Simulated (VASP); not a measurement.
## PIr2: vibrations by perturbation theory with LDA

PIr2:

```
CELL_PARAMETERS angstrom
0.00000 2.73475 2.73475
2.73475 0.00000 2.73475
2.73475 2.73475 0.00000
ATOMIC_POSITIONS crystal
P 0.00000 0.00000 0.00000
Ir 0.25000 0.25000 0.25000
Ir 0.75000 0.75000 0.75000
```

```json
{
  "Program": "VASP 6.6.1",
  "Task": "vibrations by perturbation theory",
  "Functional": "LDA",
  "Potentials or basis": "VASP PAW LDA potentials, release 64 (P, Ir)",
  "Cutoff": "520 eV",
  "k mesh": "14 × 14 × 14",
  "Occupations": "fermi-dirac, width 0.15 eV",
  "Spin": "no spin polarisation",
  "Dipole correction": "no",
  "Further INCAR settings": "ALGO = Normal; EDIFF = 1e-08; NBANDS = 18; IBRION = 8; NSW = 1"
}
```

```
Highest phonon frequency at Γ : 360 cm⁻¹
```

Phonon frequencies in cm⁻¹ (negative: imaginary):
```
              q point                    frequencies
(0.000, 0.000, 0.000)  0 0 0 199 199 199 360 360 360
```

Wall time 5.7 min on 1 thread of Intel(R) Xeon(R) 6975P-C (Granite Rapids) (shared host), peak memory 0.69 GiB.

Caveat: the cell stands under pressure or tension, which shifts response properties.
